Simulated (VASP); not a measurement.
# TiAl in VASP: further runs

Runs on TiAl. Level: PBE. Tasks: single point.

Everything below comes from runs of VASP 6.6.1. Logs are shortened: lines on timing, memory, paths and dates and some standing lists are left out, and cuts for length are marked.

## Step 1: The cell of the first run

It takes space group P3m1 (No. 156, trigonal). Conventional cell: a = 2.857 Å, b = 2.857 Å, c = 4.610 Å, α = 90.00°, β = 90.00°, γ = 120.00°. Within 3.6 Å of Ti (site symmetry 3m) lie 6 Al at 2.76 to 2.91 Å and 6 Ti at 2.86 Å. Within 3.6 Å of Al (site symmetry 3m) lie 6 Ti at 2.76 to 2.91 Å and 6 Al at 2.86 Å.

## Step 2: Single point, PBE (atoms displaced along a vibrational mode, the cell strained)

INCAR

```
ALGO = Fast ; EDIFF = 1E-7
ENCUT = 520 ; GGA = PE
ISIF = 2 ; ISMEAR = 0
LASPH = True ; LCHARG = False
LREAL = False ; LWAVE = False
NBANDS = 14 ; NELM = 60
PREC = Accurate ; SIGMA = 0.15
```

KPOINTS

```
k-points
0
Gamma
  18 18 10
```

POSCAR

```
TiAl
1.0
    2.8571984850      0.0000000000      0.0000000000
   -1.4285992425      2.4744064717      0.0000000000
    0.0000000000      0.0000000000      4.6099997294
Ti Al
1 1
Direct
    0.0000000000      0.0000000000      0.0075179876
    0.3333333333      0.6666666667      0.4866626023
```

Potentials or basis: VASP PAW PBE potentials, release 64 (Ti_sv, Al).

The run is started by

```console
$ cat potpaw_PBE.64/Ti_sv/POTCAR potpaw_PBE.64/Al/POTCAR > POTCAR
$ mpirun -np 1 vasp_std > vasp.out
```

OUTCAR:

```text
EDIFF = 1E-7
   ENCUT = 520
   GGA = PE
   ISIF = 2
   ISMEAR = 0
   LASPH = True
   LREAL = False
   NELM = 60
   PREC = Accurate

 ion  position               nearest neighbor table
   1  0.000  0.000  0.008-   2 2.76   2 2.76   2 2.76   2 2.91   2 2.91   2 2.91
   2  0.333  0.667  0.487-   1 2.76   1 2.76   1 2.76   1 2.91   1 2.91   1 2.91

  LATTYP: Found a hexagonal cell.
 ALAT       =     2.8571984850
 C/A-ratio  =     1.6134684915

  Lattice vectors:

 A1 = (   2.8571984850,   0.0000000000,   0.0000000000)
 A2 = (  -1.4285992425,   2.4744064717,   0.0000000000)
 A3 = (   0.0000000000,   0.0000000000,   4.6099997294)

Analysis of symmetry for initial positions (statically):
=====================================================================
 Subroutine PRICEL returns:
 Original cell was already a primitive cell.

 Routine SETGRP: Setting up the symmetry group for a
 hexagonal supercell.

 Subroutine GETGRP returns: Found  6 space group operations
 (whereof  6 operations were pure point group operations)
 out of a pool of 24 trial point group operations.

The static configuration has the point symmetry C_3v.

Analysis of symmetry for dynamics (positions and initial velocities):
=====================================================================
 Subroutine PRICEL returns:
 Original cell was already a primitive cell.

 Routine SETGRP: Setting up the symmetry group for a
 hexagonal supercell.

 Subroutine GETGRP returns: Found  6 space group operations
 (whereof  6 operations were pure point group operations)
 out of a pool of 24 trial point group operations.

The dynamic configuration has the point symmetry C_3v.

 Subroutine INISYM returns: Found  6 space group operations
 (whereof  6 operations are pure point group operations),
 and found     1 'primitive' translations

----------------------------------------------------------------------------------------

                                     Primitive cell

  volume of cell :      32.5921

  direct lattice vectors                    reciprocal lattice vectors
     2.857198485  0.000000000  0.000000000     0.349993186  0.202068660  0.000000000
    -1.428599243  2.474406472  0.000000000     0.000000000  0.404137320  0.000000000
     0.000000000  0.000000000  4.609999729     0.000000000  0.000000000  0.216919752

  length of vectors
     2.857198485  2.857198485  4.609999729     0.404137320  0.404137320  0.216919752

  position of ions in fractional coordinates (direct lattice)
     0.000000000  0.000000000  0.007517988
     0.333333333  0.666666667  0.486662602

  ion indices of the primitive-cell ions
   primitive index   ion index
                 1           1
                 2           2

----------------------------------------------------------------------------------------

 KPOINTS: k-points

Automatic generation of k-mesh.
 Grid dimensions read from file:
 generate k-points for:   18   18   10

 Generating k-lattice:

  Cartesian coordinates                     Fractional coordinates (reciprocal lattice)
     0.019444066  0.011226037  0.000000000     0.055555556  0.000000000  0.000000000
     0.000000000  0.022452073  0.000000000     0.000000000  0.055555556  0.000000000
     0.000000000  0.000000000  0.021691975     0.000000000  0.000000000  0.100000000

  Length of vectors
     0.022452073  0.022452073  0.021691975

  Shift w.r.t. Gamma in fractional coordinates (k-lattice)
     0.000000000  0.000000000  0.000000000

 Subroutine IBZKPT returns following result:
 ===========================================

 Found    330 irreducible k-points:

 Following reciprocal coordinates:
            Coordinates               Weight
  0.000000  0.000000  0.000000      1.000000
  0.055556 -0.000000  0.000000      6.000000
  0.111111 -0.000000  0.000000      6.000000
  0.166667 -0.000000  0.000000      6.000000
  0.222222 -0.000000  0.000000      6.000000
  0.277778 -0.000000  0.000000      6.000000
[... 16 lines left out ...]
  0.333333  0.111111  0.000000     12.000000
  0.388889  0.111111  0.000000     12.000000
 [... further k-points ...]
   k-points           NKPTS =    330   k-points in BZ     NKDIM =    330   number of bands    NBANDS=     14
   number of dos      NEDOS =    301   number of ions     NIONS =      2
   total plane-waves  NPLWV =  20736
   dimension x,y,z NGX =    24 NGY =   24 NGZ =   36
   dimension x,y,z NGXF=    48 NGYF=   48 NGZF=   72
   ions per type =               1   1
   NGX,Y,Z   is equivalent  to a cutoff of  13.96, 13.96, 12.98 a.u.
   NGXF,Y,Z  is equivalent  to a cutoff of  27.93, 27.93, 25.96 a.u.
 SYSTEM =  unknown system
   PREC   = accura    normal or accurate (medium, high low for compatibility)
   ISTART =      0    job   : 0-new  1-cont  2-samecut
   ICHARG =      2    charge: 1-file 2-atom 10-const
   ISPIN  =      1    spin polarized calculation?
   LNONCOLLINEAR =      F non collinear calculations
   LSORBIT =      F    spin-orbit coupling
   LASPH  =      T    aspherical Exc in radial PAW
   ENCUT  =  520.0 eV  38.22 Ry    6.18 a.u.   5.31  5.31  8.57*2*pi/ulx,y,z
   NELM   =     60;   NELMIN=  2; NELMDL= -5     # of ELM steps
   EDIFF  = 0.1E-06   stopping-criterion for ELM
   LREAL  =      F    real-space projection
   EDIFFG = 0.1E-05   stopping-criterion for IOM
   NSW    =      0    number of steps for IOM
   IBRION =     -1    ionic relax: 0-MD 1-quasi-New 2-CG
   NFREE  =      0    steps in history (QN), initial steepest desc. (CG)
   ISIF   =      2    stress and relaxation
   ISYM   =      2    0-nonsym 1-usesym 2-fastsym
   POTIM  = 0.5000    time-step for ionic-motion
   TEBEG  =    0.0;   TEEND  =   0.0 temperature during run
   PSTRESS=    0.0 pullay stress
   NELECT =      15.0000    total number of electrons
   NUPDOWN=      -1.0000    fix difference up-down
   EMIN   =  10.00;   EMAX   =-10.00  energy-range for DOS
   EFERMI =   0.00;   METHOD = LEGACY
   ISMEAR =     0;   SIGMA  =   0.15  broadening in eV -4-tet -1-fermi 0-gaus
   EFERMI_NEDOS =   21; number of points for ismear=-14 and -15
   IALGO  =     68    algorithm
   IMIX   =      4    mixing-type and parameters
     AMIX     =   0.40;   BMIX     =  1.00
     AMIX_MAG =   1.60;   BMIX_MAG =  1.00
  volume/ion in A,a.u.               =      16.30       109.97
  Fermi-wavevector in a.u.,A,eV,Ry     =   1.263963  2.388544 21.736712  1.597603
  Thomas-Fermi vector in A             =   2.397293
   LORBIT       =      0    0 simple, 1 ext, 2 COOP (PROOUT), +10 PAW based schemes
   GGA     = PE    functional components
   LHFCALC =     F    Hartree Fock is set to
   AEXX    =    0.0000 exact exchange contribution
   IVDW    =     0    specifies the selected vdW correction
   LEPSILON=     F    determine dielectric tensor
   LRPA    =     F    only Hartree local field effects (RPA)
 non-spin polarized calculation
 RMM-DIIS sequential band-by-band and
 Gauss-broadening in eV      SIGMA  =   0.15
  energy-cutoff  :      520.00
  volume of cell :       32.59
 maximum number of plane-waves:       899
 NGX is ok and might be reduce to    24
   NGX = 11   NGY = 11   NGZ = 17

 number of electron      15.0000001 magnetization

 Free energy of the ion-electron system (eV)
  ---------------------------------------------------
  ext. energy  EPLUGINS =         0.00000000
  ---------------------------------------------------
  free energy    TOTEN  =       -12.05526284 eV

  energy without entropy =      -12.02697519  energy(sigma->0) =      -12.04111901

 E-fermi :   8.0774     XC(G=0): -11.0206

 val. band max:        8.0773119540   @ k =   0.0000   0.2222   0.4000
 cond. band min:       8.0789637988   @ k =   0.3333   0.3333   0.0000
 fundamental gap:      0.0016518447
 Fermi energy:         8.0774064939

 k-point     1 :       0.0000    0.0000    0.0000
  band No.  band energies     occupation
      1     -48.4016      2.00000
      2     -24.7254      2.00000
      3     -24.2972      2.00000
      4     -24.2972      2.00000
      5      -0.9332      2.00000
      6       5.7743      2.00000
      7       6.3567      2.00000
      8       9.3673      0.00000
      9       9.3673      0.00000
     10      10.8768      0.00000
     11      10.8768      0.00000
     12      12.2100      0.00000
     13      21.0348      0.00000
     14      21.0352      0.00000

 k-point     2 :       0.0556   -0.0000    0.0000
  band No.  band energies     occupation
      1     -48.3986      2.00000
      2     -24.7224      2.00000
      3     -24.3158      2.00000
      4     -24.3014      2.00000
      5      -0.8557      2.00000
      6       5.8563      2.00000
      7       6.3650      2.00000
      8       9.2903      0.00000
      9       9.4308      0.00000
     10      10.8546      0.00000
     11      10.8970      0.00000
     12      12.2277      0.00000
     13      19.7396      0.00000
     14      20.2818      0.00000

 k-point     3 :       0.1111   -0.0000    0.0000
  band No.  band energies     occupation
      1     -48.3901      2.00000
      2     -24.7140      2.00000
      3     -24.3690      2.00000
      4     -24.3134      2.00000
      5      -0.6245      2.00000
      6       6.0856      2.00000
      7       6.3945      2.00000
      8       9.0795      0.00000
      9       9.6176      0.00000
     10      10.7915      0.00000
     11      10.9596      0.00000
     12      12.2770      0.00000
     13      17.8948      0.00000
     14      19.3586      0.00000

 k-point     4 :       0.1667   -0.0000    0.0000
  band No.  band energies     occupation
      1     -48.3770      2.00000
      2     -24.7010      2.00000
      3     -24.4498      2.00000
      4     -24.3318      2.00000
      5      -0.2434      2.00000
      6       6.3346      2.00000
      7       6.5316      2.00000
      8       8.7887      0.00000
      9       9.9159      0.00000
     10      10.6966      0.00000
     11      11.0694      0.00000
     12      12.3447      0.00000
     13      16.1027      0.00000
     14      18.5309      0.00000

 k-point     5 :       0.2222   -0.0000    0.0000
  band No.  band energies     occupation
      1     -48.3609      2.00000
      2     -24.6850      2.00000
      3     -24.5480      2.00000
      4     -24.3542      2.00000
      5       0.2815      2.00000
      6       6.4051      2.00000
      7       6.8795      2.00000
      8       8.4953      0.00008
      9      10.3036      0.00000
     10      10.5850      0.00000
     11      11.2299      0.00000
[... 276 lines left out ...]
 k-point    22 :       0.2778    0.1111    0.0000
  band No.  band energies     occupation
      1     -48.3231      2.00000
      2     -24.7446      2.00000
      3     -24.6475      2.00000
      4     -24.4356      2.00000
      5       1.9446      2.00000
      6       6.5464      2.00000
      7       7.2313      2.00000
      8       7.9586      1.73724
      9       9.9709      0.00000
     10      10.8874      0.00000
     11      12.1007      0.00000
     12      12.3094      0.00000
     13      13.3117      0.00000
     14      14.7606      0.00000

 k-point    23 :       0.3333    0.1111    0.0000
  band No.  band energies     occupation
      1     -48.3106      2.00000
      2     -24.8115      2.00000
      3     -24.6352      2.00000
      4     -24.4589      2.00000
      5       2.8367      2.00000
      6       6.5690      2.00000
      7       6.8762      2.00000
      8       7.6002      1.99999
      9       9.7921      0.00000
     10      10.9865      0.00000
     11      12.2291      0.00000
     12      12.5219      0.00000
     13      13.5638      0.00000
     14      14.5564      0.00000

 k-point    24 :       0.3889    0.1111    0.0000
  band No.  band energies     occupation
      1     -48.3024      2.00000
      2     -24.8549      2.00000
      3     -24.6272      2.00000
      4     -24.4740      2.00000
      5       3.8015      2.00000
      6       6.0363      2.00000
      7       6.6942      2.00000
      8       7.2949      2.00000
      9       9.6695      0.00000
     10      11.2284      0.00000
     11      12.2235      0.00000
     12      12.8453      0.00000
     13      13.7104      0.00000
     14      14.6973      0.00000

 [... further k-points ...]

------------------------ aborting loop because EDIFF is reached ----------------------------------------

  FORCE on cell =-STRESS in cart. coord.  units (eV):
  Direction    XX          YY          ZZ          XY          YZ          ZX
  --------------------------------------------------------------------------------------
  -------------------------------------------------------------------------------------
  Total        0.5895443      0.5895443      0.7765445      0.0000000      0.0000000      0.0000000
  in kB       28.9810847     28.9810847     38.1737287      0.0000000      0.0000000      0.0000000
  external PRESSURE =      32.0452994 kB  Pullay stress =       0.0000000 kB

 VOLUME and BASIS-vectors are now :
 -----------------------------------------------------------------------------
  energy-cutoff  :      520.00
  volume of cell :       32.59
      direct lattice vectors                 reciprocal lattice vectors
     2.857198485  0.000000000  0.000000000     0.349993186  0.202068660  0.000000000
    -1.428599243  2.474406472  0.000000000     0.000000000  0.404137320  0.000000000
     0.000000000  0.000000000  4.609999729     0.000000000  0.000000000  0.216919752

 POSITION                                       TOTAL-FORCE (eV/Angst)
 -----------------------------------------------------------------------------------
      0.00000      0.00000      0.03466         0.000000     -0.000000     -0.751179
     -0.00000      1.64960      2.24351        -0.000000      0.000000      0.751179
 -----------------------------------------------------------------------------------
    total drift:                                0.000000     -0.000000     -0.000241

  FREE ENERGIE OF THE ION-ELECTRON SYSTEM (eV)
  ---------------------------------------------------
  free  energy   TOTEN  =       -12.0552628441 eV

  energy  without entropy=      -12.0269751854  energy(sigma->0) =      -12.04111901
```

Run time: 3.6 min. Hardware: 1 thread of AMD EPYC 9R45 (Zen 5), shared host; peak memory 0.25 GiB.

What came out:

```yaml
Free_energy: -12.0553 eV
Pressure: 3.2 GPa
Largest_force: 0.751 eV/Å
Band_gap_on_the_k_mesh: zero (an odd number of electrons rules out a gap without spin polarisation)
```

Forces in eV/Å, atoms in the order of the input:
```
Ti   0.000  0.000 -0.751
Al   0.000  0.000  0.751
```

Caveat: the cell differs from its parent crystal (atoms displaced along a vibrational mode, the cell strained); the cell stands under pressure.

## Step 3: Single point, PBE

This run uses another cell than the first one, of 15.49 Å³/atom.

INCAR

```
PREC = Accurate
ENCUT = 520
EDIFF = 1E-7
ISMEAR = 0
SIGMA = 0.15
LREAL = False
LASPH = True
NELM = 100
ALGO = Fast
ISIF = 2
LWAVE = False
LCHARG = False
GGA = PE
NBANDS = 14
```

KPOINTS

```
regular mesh
0
Gamma
  18 18 10
```

POSCAR

```
TiAl
1.0
    2.8090839194      0.0000000000      0.0000000000
   -1.4045419597      2.4327380356      0.0000000000
    0.0000000000      0.0000000000      4.5323683938
Ti Al
1 1
Direct
    0.0000000000      0.0000000000      0.0000000000
    0.3333333333      0.6666666667      0.5000000000
```

Potentials or basis: VASP PAW PBE potentials, release 64 (Ti_sv, Al).

The run is started by

```console
$ cat potpaw_PBE.64/Ti_sv/POTCAR potpaw_PBE.64/Al/POTCAR > POTCAR
$ mpirun -np 1 vasp_std > vasp.out
```

Wall time 2.7 min (1 thread of AMD EPYC 9R45 (Zen 5), shared host); peak memory 0.2 GiB.

The run converged. Its results:

```yaml
Free_energy: -12.0316 eV
Pressure: 9.3 GPa
Band_gap_on_the_k_mesh: zero (an odd number of electrons rules out a gap without spin polarisation)
```

Stress tensor (GPa, compression positive):
```
 8.69  0.00  0.00
 0.00  8.69  0.00
 0.00  0.00 10.39
```

Levels at points of the mesh, in eV from the Fermi level:
```tsv
k point	band 5	band 6	band 7	band 8	band 9	band 10
(0.00, 0.00, 0.00)	-9.26	-2.34	-1.77	1.36	1.36	2.98
(0.50, 0.00, 0.00)	-3.90	-2.86	-1.68	-1.08	2.24	4.27
(0.00, 0.00, 0.50)	-8.27	-5.42	-0.43	1.37	1.37	2.89
(0.50, 0.00, 0.50)	-3.86	-2.46	-1.95	0.64	1.02	2.01
```

Caveat: the cell stands under pressure.

[end of part 1 of 2]
